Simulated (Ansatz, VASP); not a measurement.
# One calculation of Ga2As5, two programs

The input INCAR:

```
SYSTEM = Ga2As5
ALGO = Normal
EDIFF = 1E-7
EDIFFG = -0.08
ENCUT = 600
GGA = PE
IBRION = 2
ISIF = 3
ISMEAR = 0
LASPH = .True.
LCHARG = .False.
LREAL = .False.
LWAVE = .False.
NELM = 60
NSW = 36
PREC = Accurate
SIGMA = 0.2
```

The input KPOINTS:

```
k-points
0
Gamma
  5 5 1
  0 0 0
```

The input POSCAR:

```
Ga2As5
1.0
    3.9000000000      0.0000000000      0.0000000000
   -1.9500000000      3.3774990700      0.0000000000
    0.0000000000      0.0000000000     23.3000000000
Ga As
4 10
Direct
    0.3333333300      0.6666666700      0.1288000000
    0.6666666700      0.3333333300      0.8712000000
    0.3333333300      0.6666666700      0.3004000000
    0.6666666700      0.3333333300      0.6996000000
    0.0000000000      0.0000000000      0.1695000000
    0.3333333300      0.6666666700      0.0236000000
    0.0000000000      0.0000000000      0.8305000000
    0.6666666700      0.3333333300      0.9764000000
    0.6666666700      0.3333333300      0.2597000000
    0.3333333300      0.6666666700      0.4056000000
    0.6666666700      0.3333333300      0.4549000000
    0.3333333300      0.6666666700      0.7403000000
    0.6666666700      0.3333333300      0.5944000000
    0.3333333300      0.6666666700      0.5451000000
```

Input for Ansatz:

```yaml
crystal:
  lattice:
    - [3.9, 0.0, 0.0]
    - [-1.95, 3.37749907, 0.0]
    - [0.0, 0.0, 23.3]
  atoms:
    - { symbol: Ga, position: [0.33333333, 0.66666667, 0.1288] }
    - { symbol: Ga, position: [0.66666667, 0.33333333, 0.8712] }
    - { symbol: Ga, position: [0.33333333, 0.66666667, 0.3004] }
    - { symbol: Ga, position: [0.66666667, 0.33333333, 0.6996] }
    - { symbol: As, position: [0.0, 0.0, 0.1695] }
    - { symbol: As, position: [0.33333333, 0.66666667, 0.0236] }
    - { symbol: As, position: [0.0, 0.0, 0.8305] }
    - { symbol: As, position: [0.66666667, 0.33333333, 0.9764] }
    - { symbol: As, position: [0.66666667, 0.33333333, 0.2597] }
    - { symbol: As, position: [0.33333333, 0.66666667, 0.4056] }
    - { symbol: As, position: [0.66666667, 0.33333333, 0.4549] }
    - { symbol: As, position: [0.33333333, 0.66666667, 0.7403] }
    - { symbol: As, position: [0.66666667, 0.33333333, 0.5944] }
    - { symbol: As, position: [0.33333333, 0.66666667, 0.5451] }
basis:
  ecutwfc: 420
kpoints:
  mp_grid: { grid: [5, 5, 1] }
hamiltonian:
  xc: pbe
scf:
  occupations: { method: gaussian, width: 0.2 }
  lower_state_search: "off"
output:
  forces: true
  stress: true
  eigenvalues: true
relax:
  adjacent_minimum: "off"
  f_tol: 0.08
  max_steps: 16
  cell: { stress_tol: 0.8 }
```

Alike in both runs: task relaxation of cell and atoms; functional PBE; k mesh 5 × 5 × 1; occupations gaussian, width 0.2 eV; no spin polarisation.

|  | VASP | Ansatz |
| --- | --- | --- |
| version | VASP 6.6.1 | Ansatz 0.2.0 |
| potentials or method | VASP PAW PBE potentials, release 64 (Ga_d, As), cutoff 600 eV | scalar-relativistic, plane waves, PAW |
| valence electrons in the cell | 102 | 202 |

```csv
,VASP,Ansatz,Ansatz less VASP
"gap on the k mesh at the Fermi level, each at its own relaxed structure (eV)",none,none,-
relaxed volume (Å³/atom),25.02,24.99,-0.026
relaxed cell length with the largest relative difference (Å),25.799,25.528,-0.2702
```

A gap of «none» marks a metal or a gap that the smearing closes. VASP's potentials hold 102 valence electrons a cell and Ansatz's 202, so a difference there can come from the potentials and not from the codes.

The k mesh is coarse, so the values compare programs but aren't converged.
